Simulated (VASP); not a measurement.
**SiC: relaxation of cell and atoms with LDA**

The system is SiC.

```
CELL_PARAMETERS angstrom
3.05636 0.00000 0.00000
-1.52818 2.64689 0.00000
0.00000 0.00000 5.01590
ATOMIC_POSITIONS crystal
Si 0.33333 0.66667 0.00460
Si 0.66667 0.33333 0.50460
C 0.33333 0.66667 0.38040
C 0.66667 0.33333 0.88040
```

```yaml
Program: VASP 6.6.1
Task: relaxation of cell and atoms
Functional: LDA
Potentials_or_basis: VASP PAW LDA potentials, release 64 (Si, C)
Cutoff: 600 eV
k_mesh: 8 × 8 × 6
Occupations: gaussian, width 0.01 eV
Spin: no spin polarisation
Target_pressure: 2 GPa
Dipole_correction: no
Further_INCAR_settings: ALGO = Normal; EDIFF = 1e-06; IBRION = 2; EDIFFG = -0.002; NSW = 100; ISIF = 3
```

| Quantity | Value |
| --- | --- |
| Relaxed volume | 10.07 Å³/atom |
| Relaxed cell | a = 3.049 Å, b = 3.049 Å, c = 5.003 Å, α = 90.00°, β = 90.00°, γ = 120.00° |
| Space group after relaxing (to 0.05 Å) | P6_3mc (No. 186) |
| Energy change on relaxing (the enthalpy is what falls) | +0.5 meV/atom |
| Ionic steps | 5 |
| Pressure after relaxing | 2.0 GPa |
| Band gap on the k mesh | 2.37 eV, indirect (least direct gap 3.92 eV) |

The path:
| step | energy change (eV) | largest force (eV/Å) | pressure (GPa) | volume (Å³) |
| --- | --- | --- | --- | --- |
| 1 | 0.0000 | 0.0006 | 0.26 | 40.58 |
| 2 | 0.0086 | 0.0033 | 4.06 | 39.93 |
| 3 | 0.0021 | 0.0012 | 2.00 | 40.28 |
| 4 | 0.0022 | 0.0012 | 2.02 | 40.27 |
| 5 | 0.0021 | 0.0015 | 2.00 | 40.28 |

Final structure:
```
Si C
1.0
     3.04895    0.00000    0.00000
    -1.52448    2.64047    0.00000
     0.00000    0.00000    5.00314
Si C
2 2
Direct
  0.33333 0.66667 0.00460
  0.66667 0.33333 0.50460
  0.33333 0.66667 0.38040
  0.66667 0.33333 0.88040
```

Levels at points of the mesh, in eV from the valence-band top:
```csv
k point,band 4,band 5,band 6,band 7,band 8,band 9,band 10,band 11,band 12
"(0.00, 0.00, 0.00)",-1.33,-1.33,-0.12,0.00,0.00,4.99,6.50,6.71,6.71
"(0.50, 0.00, 0.00)",-6.34,-5.54,-3.39,-3.38,-1.20,2.72,4.17,7.01,7.14
"(0.00, 0.00, 0.50)",-4.47,-0.72,-0.72,-0.72,-0.72,6.06,6.06,7.39,7.39
"(0.50, 0.00, 0.50)",-8.40,-2.49,-2.49,-2.36,-2.36,3.27,3.27,5.27,5.27
```

It took 63 s on 1 thread of Intel Xeon 8259CL (shared host), peak memory 0.15 GiB.

Caveat: the cell is relaxed towards a set pressure, so the enthalpy falls and the energy may rise. LDA usually gives volumes a few per cent too small.
